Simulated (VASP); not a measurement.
Input of a VASP 6.6.1 run:

POSCAR

```
SiC
1.0
    3.0125764224      0.0000000000      0.0000000000
   -1.5062882112      2.6089677127      0.0000000000
    0.0000000000      0.0000000000      4.9450571854
Si C
2 2
Direct
    0.3333333333      0.6666666667      0.4995917720
    0.6666666667      0.3333333333      0.9995917720
    0.3333333333      0.6666666667      0.8754082280
    0.6666666667      0.3333333333      0.3754082280
```

Contents of INCAR.step1:

```
ALGO     = Normal         # electronic algorithm
EDIFF    = 1E-4           # SCF threshold, eV
ENCUT    = 520            # plane-wave cutoff, eV
GGA      = PE             # functional
ISMEAR   = 0              # smearing method
LASPH    = T              # aspherical terms in the spheres
LCHARG   = F              # write CHGCAR
LREAL    = F              # projectors in reciprocal space
LWAVE    = T              # write WAVECAR
NBANDS   = 16             # bands
NELM     = 60             # most SCF steps
PREC     = Accurate       # precision mode
SIGMA    = 0.01           # smearing width, eV
```

File INCAR.step2:

```
ALGO     = Normal         # electronic algorithm
EDIFF    = 1E-7           # SCF threshold, eV
ENCUT    = 520            # plane-wave cutoff, eV
ISIF     = 2              # what is computed and relaxed
ISMEAR   = 0              # smearing method
ISTART   = 1            
LASPH    = T              # aspherical terms in the spheres
LCHARG   = T              # write CHGCAR
LELF     = T              # ELF
LMIXTAU  = T            
LREAL    = F              # projectors in reciprocal space
LVHAR    = T            
LWAVE    = F              # write WAVECAR
METAGGA  = R2SCAN         # meta-GGA
NBANDS   = 16             # bands
NELM     = 60             # most SCF steps
PREC     = Accurate       # precision mode
SIGMA    = 0.01           # smearing width, eV
```

The input KPOINTS:

```
k-points
0
Gamma
  9 9 4
```

Potentials or basis: VASP PAW PBE potentials, release 64 (Si, C).

The run is started by

```sh
$ cat potpaw_PBE.64/Si/POTCAR potpaw_PBE.64/C/POTCAR > POTCAR
$ cp INCAR.step1 INCAR
$ mpirun -np 1 vasp_std > vasp.out
$ cp INCAR.step2 INCAR
$ mpirun -np 1 vasp_std > vasp.out
```

(1) Estimate the largest force.

(2) Predict the band gap on the k mesh.

## Answers

(1) 0.010 eV/Å.

(2) 2.57 eV, indirect (least direct gap 4.67 eV).

Caveat: the PAW data sets were made with another functional, which shifts forces and pressure a little.
